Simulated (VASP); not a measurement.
# MgO (P6_3/mmc) in VASP: further runs

The runs below take MgO through single point, with LDA.

All numbers are computed with VASP 6.6.1; they aren't measurements. Logs are shortened: lines on timing, memory, paths and dates and some standing lists are left out, and cuts for length are marked.

## (1) The cell of the first run

The structure is hexagonal, space group P6_3/mmc (No. 194). Conventional cell: a = 3.486 Å, b = 3.486 Å, c = 4.178 Å, α = 90.00°, β = 90.00°, γ = 120.00°. Mg (site symmetry -6m2) has 5 O at 2.01 to 2.09 Å within 2.7 Å. Within 2.7 Å of O (site symmetry -6m2) lie 5 Mg at 2.01 to 2.09 Å.

## (2) Single point, LDA

File INCAR:

```
SYSTEM = MgO
PREC = Accurate
ENCUT = 600
EDIFF = 1E-6
ISMEAR = -1
SIGMA = 0.01
LREAL = .FALSE.
LASPH = .TRUE.
NELM = 120
ALGO = Normal
ISIF = 2
LWAVE = .FALSE.
LCHARG = .FALSE.
NBANDS = 16
GGA_COMPAT = .FALSE.
```

File KPOINTS:

```
regular mesh
0
G
  3 3 2
  0 0 0
```

File POSCAR:

```
MgO
1.0
    3.4863778600      0.0000000000      0.0000000000
   -1.7431889300      3.0192918000      0.0000000000
    0.0000000000      0.0000000000      4.1780412200
Mg O
2 2
Direct
    0.6666666667      0.3333333333      0.7500000000
    0.3333333333      0.6666666667      0.2500000000
    0.6666666667      0.3333333333      0.2500000000
    0.3333333333      0.6666666667      0.7500000000
```

Potentials or basis: VASP PAW LDA potentials, release 64 (Mg, O).

Launch:

```console
$ cat potpaw_LDA.64/Mg/POTCAR potpaw_LDA.64/O/POTCAR > POTCAR
$ mpirun -np 1 vasp_std > vasp.out
```

OUTCAR:

```text
SYSTEM = MgO
   PREC = Accurate
   ENCUT = 600
   EDIFF = 1E-6
   ISMEAR = -1
   LREAL = .FALSE.
   LASPH = .TRUE.
   NELM = 120
   ISIF = 2

 ion  position               nearest neighbor table
   1  0.667  0.333  0.750-   4 2.01   4 2.01   4 2.01   3 2.09   3 2.09   2 2.90   2 2.90   2 2.90
                             2 2.90   2 2.90   2 2.90
   2  0.333  0.667  0.250-   3 2.01   3 2.01   3 2.01   4 2.09   4 2.09   1 2.90   1 2.90   1 2.90
                             1 2.90   1 2.90   1 2.90
   3  0.667  0.333  0.250-   2 2.01   2 2.01   2 2.01   1 2.09   1 2.09
   4  0.333  0.667  0.750-   1 2.01   1 2.01   1 2.01   2 2.09   2 2.09

  LATTYP: Found a hexagonal cell.
 ALAT       =     3.4863778600
 C/A-ratio  =     1.1983902456

  Lattice vectors:

 A1 = (   3.4863778600,   0.0000000000,   0.0000000000)
 A2 = (  -1.7431889300,   3.0192918000,   0.0000000000)
 A3 = (   0.0000000000,   0.0000000000,   4.1780412200)

Analysis of symmetry for initial positions (statically):
=====================================================================
 Subroutine PRICEL returns:
 Original cell was already a primitive cell.

 Routine SETGRP: Setting up the symmetry group for a
 hexagonal supercell.

 Subroutine GETGRP returns: Found 24 space group operations
 (whereof 12 operations were pure point group operations)
 out of a pool of 24 trial point group operations.

The static configuration has the point symmetry D_3d.
 The point group associated with its full space group is D_6h.

Analysis of symmetry for dynamics (positions and initial velocities):
=====================================================================
 Subroutine PRICEL returns:
 Original cell was already a primitive cell.

 Routine SETGRP: Setting up the symmetry group for a
 hexagonal supercell.

 Subroutine GETGRP returns: Found 24 space group operations
 (whereof 12 operations were pure point group operations)
 out of a pool of 24 trial point group operations.

The dynamic configuration has the point symmetry D_3d.
 The point group associated with its full space group is D_6h.

 Subroutine INISYM returns: Found 24 space group operations
 (whereof 12 operations are pure point group operations),
 and found     1 'primitive' translations

----------------------------------------------------------------------------------------

                                     Primitive cell

  volume of cell :      43.9797

  direct lattice vectors                    reciprocal lattice vectors
     3.486377860  0.000000000  0.000000000     0.286830642  0.165601748  0.000000000
    -1.743188930  3.019291800  0.000000000     0.000000000  0.331203496  0.000000000
     0.000000000  0.000000000  4.178041220     0.000000000  0.000000000  0.239346609

  length of vectors
     3.486377860  3.486377865  4.178041220     0.331203497  0.331203496  0.239346609

  position of ions in fractional coordinates (direct lattice)
     0.666666667  0.333333333  0.750000000
     0.333333333  0.666666667  0.250000000
     0.666666667  0.333333333  0.250000000
     0.333333333  0.666666667  0.750000000

  ion indices of the primitive-cell ions
   primitive index   ion index
                 1           1
                 2           2
                 3           3
                 4           4

----------------------------------------------------------------------------------------

 KPOINTS: regular mesh

Automatic generation of k-mesh.
 Grid dimensions read from file:
 generate k-points for:    3    3    2

 Generating k-lattice:

  Cartesian coordinates                     Fractional coordinates (reciprocal lattice)
     0.095610214  0.055200583  0.000000000     0.333333333  0.000000000  0.000000000
     0.000000000  0.110401165  0.000000000     0.000000000  0.333333333  0.000000000
     0.000000000  0.000000000  0.119673305     0.000000000  0.000000000  0.500000000

  Length of vectors
     0.110401166  0.110401165  0.119673305

  Shift w.r.t. Gamma in fractional coordinates (k-lattice)
     0.000000000  0.000000000  0.000000000

 Subroutine IBZKPT returns following result:
 ===========================================

 Found      6 irreducible k-points:

 Following reciprocal coordinates:
            Coordinates               Weight
  0.000000  0.000000  0.000000      1.000000
  0.333333  0.000000  0.000000      6.000000
  0.333333  0.333333  0.000000      2.000000
  0.000000  0.000000  0.500000      1.000000
  0.333333  0.000000  0.500000      6.000000
  0.333333  0.333333  0.500000      2.000000
   k-points           NKPTS =      6   k-points in BZ     NKDIM =      6   number of bands    NBANDS=     16
   number of dos      NEDOS =    301   number of ions     NIONS =      4
   total plane-waves  NPLWV =  28224
   dimension x,y,z NGX =    28 NGY =   28 NGZ =   36
   dimension x,y,z NGXF=    56 NGYF=   56 NGZF=   72
   ions per type =               2   2
   NGX,Y,Z   is equivalent  to a cutoff of  13.35, 13.35, 14.32 a.u.
   NGXF,Y,Z  is equivalent  to a cutoff of  26.70, 26.70, 28.65 a.u.
 SYSTEM =  MgO
   PREC   = accura    normal or accurate (medium, high low for compatibility)
   ISTART =      0    job   : 0-new  1-cont  2-samecut
   ICHARG =      2    charge: 1-file 2-atom 10-const
   ISPIN  =      1    spin polarized calculation?
   LNONCOLLINEAR =      F non collinear calculations
   LSORBIT =      F    spin-orbit coupling
   LASPH  =      T    aspherical Exc in radial PAW
   ENCUT  =  600.0 eV  44.10 Ry    6.64 a.u.   6.96  6.96  8.34*2*pi/ulx,y,z
   NELM   =    120;   NELMIN=  2; NELMDL= -5     # of ELM steps
   EDIFF  = 0.1E-05   stopping-criterion for ELM
   LREAL  =      F    real-space projection
   EDIFFG = 0.1E-04   stopping-criterion for IOM
   NSW    =      0    number of steps for IOM
   IBRION =     -1    ionic relax: 0-MD 1-quasi-New 2-CG
   NFREE  =      0    steps in history (QN), initial steepest desc. (CG)
   ISIF   =      2    stress and relaxation
   ISYM   =      2    0-nonsym 1-usesym 2-fastsym
   POTIM  = 0.5000    time-step for ionic-motion
   TEBEG  =    0.0;   TEEND  =   0.0 temperature during run
   PSTRESS=    0.0 pullay stress
   NELECT =      16.0000    total number of electrons
   NUPDOWN=      -1.0000    fix difference up-down
   EMIN   =  10.00;   EMAX   =-10.00  energy-range for DOS
   EFERMI =   0.00;   METHOD = LEGACY
   ISMEAR =    -1;   SIGMA  =   0.01  broadening in eV -4-tet -1-fermi 0-gaus
   EFERMI_NEDOS =   21; number of points for ismear=-14 and -15
   IALGO  =     38    algorithm
   IMIX   =      4    mixing-type and parameters
     AMIX     =   0.40;   BMIX     =  1.00
     AMIX_MAG =   1.60;   BMIX_MAG =  1.00
  volume/ion in A,a.u.               =      10.99        74.20
  Fermi-wavevector in a.u.,A,eV,Ry     =   1.168685  2.208494 18.583167  1.365824
  Thomas-Fermi vector in A             =   2.305168
   LORBIT       =      0    0 simple, 1 ext, 2 COOP (PROOUT), +10 PAW based schemes
   GGA     = CA    functional components
   LHFCALC =     F    Hartree Fock is set to
   AEXX    =    0.0000 exact exchange contribution
   IVDW    =     0    specifies the selected vdW correction
   LEPSILON=     F    determine dielectric tensor
   LRPA    =     F    only Hartree local field effects (RPA)
 non-spin polarized calculation
  energy-cutoff  :      600.00
  volume of cell :       43.98
 maximum number of plane-waves:      1485
 NGX is ok and might be reduce to    28
   NGX = 13   NGY = 13   NGZ = 17

 number of electron      15.9999998 magnetization

 Free energy of the ion-electron system (eV)
  ---------------------------------------------------
  ext. energy  EPLUGINS =         0.00000000
  ---------------------------------------------------
  free energy    TOTEN  =       -26.48500593 eV

  energy without entropy =      -26.48500593  energy(sigma->0) =      -26.48500593

 E-fermi :   2.0120     XC(G=0): -10.5988

 val. band max:        1.6886895793   @ k =   0.0000   0.0000   0.0000
 cond. band min:       5.0163603103   @ k =   0.0000   0.0000   0.0000
 fundamental gap:      3.3276707311
 Fermi energy:         2.0120436003

 k-point     1 :       0.0000    0.0000    0.0000
  band No.  band energies     occupation
      1     -14.9711      2.00000
      2     -13.4959      2.00000
      3      -2.0202      2.00000
      4      -0.0732      2.00000
      5      -0.0732      2.00000
      6       0.8761      2.00000
[... 8 lines left out ...]
     15      17.0390      0.00000
     16      17.0396      0.00000

 k-point     2 :       0.3333    0.0000    0.0000
  band No.  band energies     occupation
      1     -14.4884      2.00000
      2     -13.6309      2.00000
      3      -1.5066      2.00000
      4      -1.2261      2.00000
      5      -0.5696      2.00000
      6      -0.1490      2.00000
[... 8 lines left out ...]
     15      15.5241      0.00000
     16      16.1193      0.00000

 k-point     3 :       0.3333    0.3333    0.0000
  band No.  band energies     occupation
      1     -13.9694      2.00000
      2     -13.9694      2.00000
      3      -2.0220      2.00000
      4      -0.5316      2.00000
      5      -0.5316      2.00000
      6      -0.1629      2.00000
[... 8 lines left out ...]
     15      15.6201      0.00000
     16      17.2355      0.00000

 k-point     4 :       0.0000    0.0000    0.5000
  band No.  band energies     occupation
      1     -14.2409      2.00000
      2     -14.2409      2.00000
      3      -0.7741      2.00000
      4      -0.7741      2.00000
      5       0.3817      2.00000
      6       0.3817      2.00000
[... 8 lines left out ...]
     15      17.2362      0.00000
     16      17.2362      0.00000

 k-point     5 :       0.3333    0.0000    0.5000
  band No.  band energies     occupation
      1     -14.0122      2.00000
      2     -14.0122      2.00000
      3      -1.9727      2.00000
      4      -1.9727      2.00000
      5       0.1860      2.00000
      6       0.1860      2.00000
[... 8 lines left out ...]
     15      16.3144      0.00000
     16      16.3144      0.00000

 k-point     6 :       0.3333    0.3333    0.5000
  band No.  band energies     occupation
      1     -13.8944      2.00000
      2     -13.8944      2.00000
      3      -1.9798      2.00000
      4      -1.9798      2.00000
      5      -0.8474      2.00000
      6      -0.8474      2.00000
[... 8 lines left out ...]
     15      18.9796      0.00000
     16      18.9796      0.00000

------------------------ aborting loop because EDIFF is reached ----------------------------------------

  FORCE on cell =-STRESS in cart. coord.  units (eV):
  Direction    XX          YY          ZZ          XY          YZ          ZX
  --------------------------------------------------------------------------------------
  -------------------------------------------------------------------------------------
  Total       -1.6187428     -1.6187428     -1.6885100      0.0000000      0.0000000      0.0000000
  in kB      -58.9706851    -58.9706854    -61.5122989      0.0000000      0.0000000      0.0000000
  external PRESSURE =     -59.8178898 kB  Pullay stress =       0.0000000 kB

 VOLUME and BASIS-vectors are now :
 -----------------------------------------------------------------------------
  energy-cutoff  :      600.00
  volume of cell :       43.98
      direct lattice vectors                 reciprocal lattice vectors
     3.486377860  0.000000000  0.000000000     0.286830642  0.165601748  0.000000000
    -1.743188930  3.019291800  0.000000000     0.000000000  0.331203496  0.000000000
     0.000000000  0.000000000  4.178041220     0.000000000  0.000000000  0.239346609

 POSITION                                       TOTAL-FORCE (eV/Angst)
 -----------------------------------------------------------------------------------
      1.74319      1.00643      3.13353         0.000000      0.000000      0.000000
     -0.00000      2.01286      1.04451         0.000000      0.000000      0.000000
      1.74319      1.00643      1.04451        -0.000000     -0.000000      0.000000
     -0.00000      2.01286      3.13353         0.000000      0.000000      0.000000
 -----------------------------------------------------------------------------------
    total drift:                                0.000000     -0.000000      0.000000

  FREE ENERGIE OF THE ION-ELECTRON SYSTEM (eV)
  ---------------------------------------------------
  free  energy   TOTEN  =       -26.4850059324 eV

  energy  without entropy=      -26.4850059324  energy(sigma->0) =      -26.48500593
```

Wall time 3.9 s (1 thread of AMD EPYC 9R45 (Zen 5), shared host); peak memory 0.11 GiB.

Results:

```
Free energy            : -26.4850 eV
Pressure               : -6.0 GPa
Band gap on the k mesh : 3.33 eV, direct
```

Stress tensor (GPa, compression positive):
```
-5.90  0.00  0.00
 0.00 -5.90  0.00
 0.00  0.00 -6.15
```

Caveat: the k points lie up to 0.75 Å⁻¹ apart.

## (3) Single point, LDA

INCAR is that of step 2.

File KPOINTS:

```
Automatic mesh
0
G
  4 4 3
  0 0 0
```

POSCAR is that of step 2.

Potentials or basis: VASP PAW LDA potentials, release 64 (Mg, O).

Launch:

```console
$ cat potpaw_LDA.64/Mg/POTCAR potpaw_LDA.64/O/POTCAR > POTCAR
$ mpirun -np 1 vasp_std > vasp.out
```

Run time: 4.9 s. Hardware: 1 thread of AMD EPYC 9R45 (Zen 5), shared host; peak memory 0.12 GiB.

It converged, with:

- Free energy: -26.5007 eV
- Pressure: -6.0 GPa
- Band gap on the k mesh: 3.33 eV, direct

Levels at points of the mesh, in eV from the valence-band top:
| k point | band 5 | band 6 | band 7 | band 8 | band 9 | band 10 | band 11 | band 12 |
| --- | --- | --- | --- | --- | --- | --- | --- | --- |
| (0.00, 0.00, 0.00) | -1.76 | -0.81 | -0.81 | 0.00 | 3.33 | 9.24 | 12.07 | 12.26 |
| (0.50, 0.00, 0.00) | -2.38 | -1.99 | -1.33 | -0.53 | 6.82 | 8.92 | 9.67 | 11.85 |

Caveat: the k points lie up to 0.52 Å⁻¹ apart.

## (4) Single point, LDA

File INCAR:

```
ALGO = Normal
EDIFF = 1E-6
ENCUT = 600
GGA_COMPAT = False
ISIF = 2
ISMEAR = -1
LASPH = True
LCHARG = False
LREAL = False
LWAVE = False
NBANDS = 16
NELM = 120
PREC = Accurate
SIGMA = 0.01
```

File KPOINTS:

```
k-points
0
Gamma
  6 6 4
```

POSCAR is that of step 3.

Launch:

```console
$ cat potpaw_LDA.64/Mg/POTCAR potpaw_LDA.64/O/POTCAR > POTCAR
$ mpirun -np 1 vasp_std > vasp.out
```

Wall time 10 s (1 thread of AMD EPYC 9R45 (Zen 5), shared host); peak memory 0.13 GiB.

It converged, with:

```yaml
Free_energy: -26.5031 eV
Pressure: -6.0 GPa
Band_gap_on_the_k_mesh: 3.33 eV, direct
```

Levels at points of the mesh, in eV from the valence-band top:
```
           k point  band 6  band 7  band 8  band 9  band 10  band 11
(0.00, 0.00, 0.00)   -0.81   -0.81    0.00    3.33     9.24    12.07
(0.50, 0.00, 0.00)   -1.99   -1.33   -0.53    6.82     8.92     9.67
(0.00, 0.00, 0.50)   -1.31   -1.31   -1.31    6.34     6.34    12.62
(0.50, 0.00, 0.50)   -1.56   -0.83   -0.83    7.15     7.15    11.77
```

[end of part 1 of 2]
